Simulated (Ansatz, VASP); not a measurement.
HfO2 in VASP and in Ansatz

```xyz
3
Lattice="0.0000 2.5489 2.5489 2.5489 0.0000 2.5489 2.5489 2.5489 0.0000" Properties=species:S:1:pos:R:3 pbc="T T T"
Hf    0.0000    0.0000    0.0000
O     1.2745    1.2745    1.2745
O     3.8234    3.8234    3.8234
```

Change from the starting cell: volume scaled by 0.99.

Alike in both runs: task single point; functional LDA; k mesh 9 × 9 × 9; occupations fermi-dirac, width 0.01 eV; no spin polarisation.

```csv
,VASP,Ansatz
version,VASP 6.6.1,Ansatz 0.2.0
potentials or method,"VASP PAW LDA potentials, release 64 (Hf_pv, O), cutoff 520 eV","all-electron LAPW, scalar-relativistic"
```

Ansatz gave:

* gap on the k mesh at the Fermi level (eV): 3.63
* pressure (GPa): -14.3

**Question.** Which values does VASP return?

**Answer.** gap on the k mesh at the Fermi level (eV): 3.66; pressure (GPa): -17.2.

LDA's correlation is that of Perdew and Zunger in VASP and of Perdew and Wang (1992) in Ansatz. Ansatz ran all-electron here, and VASP with PAW potentials.

Neither program's run includes spin-orbit coupling.
